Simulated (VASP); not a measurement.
Wanted: the native input for a VASP 6.6.1 run.

```yaml
Task: relaxation of cell and atoms
Functional: PBE
Potentials_or_basis: VASP PAW PBE potentials, release 64 (Pt)
Cutoff: 600 eV
k_mesh: 18 × 18 × 18
Occupations: gaussian, width 0.1 eV
Spin: no spin polarisation
Dipole_correction: no
Further_INCAR_settings: ALGO = Normal; EDIFF = 1e-07; IBRION = 2; EDIFFG = -0.005; NSW = 100; ISIF = 3
```

The structure of Pt lies in POSCAR:

```
Pt
1.0
    0.0000000000      1.9837499383      1.9837499383
    1.9837499383      0.0000000000      1.9837499383
    1.9837499383      1.9837499383      0.0000000000
Pt
1
Direct
    0.0000000000      0.0000000000      0.0000000000
```

The input as run:

INCAR

```
SYSTEM = Pt
PREC = Accurate
ENCUT = 600
EDIFF = 1E-7
ISMEAR = 0
SIGMA = 0.1
LREAL = .False.
LASPH = .True.
NELM = 100
ALGO = Normal
ISIF = 3
LWAVE = .False.
LCHARG = .False.
GGA = PE
IBRION = 2
NSW = 100
EDIFFG = -0.005
```

KPOINTS

```
regular mesh
0
Gamma
  18 18 18
  0 0 0
```

Potentials or basis: VASP PAW PBE potentials, release 64 (Pt).

Launch:

```console
$ cat potpaw_PBE.64/Pt/POTCAR > POTCAR
$ mpirun -np 1 vasp_std > vasp.out
```

Results of the run:

| Item | Value |
| --- | --- |
| Relaxed volume | 15.62 Å³/atom |
| Relaxed cell | a = 2.806 Å, b = 2.806 Å, c = 2.806 Å, α = 60.00°, β = 60.00°, γ = 60.00° |
| Space group after relaxing (to 0.05 Å) | Fm-3m (No. 225) |
| Energy gained by relaxing | 0.0 meV/atom |
| Ionic steps | 3 |
| Pressure after relaxing | 0.0 GPa |
| Band gap on the k mesh | zero (band 5 reaches 11.06 eV, above the bottom of band 6 at 8.96 eV) |

Caveat: spin-orbit coupling is left out, which moves the levels of the heavy elements.

It took 29 s on 1 thread of AMD EPYC 9R45 (Zen 5), on a shared host, peak memory 0.14 GiB.
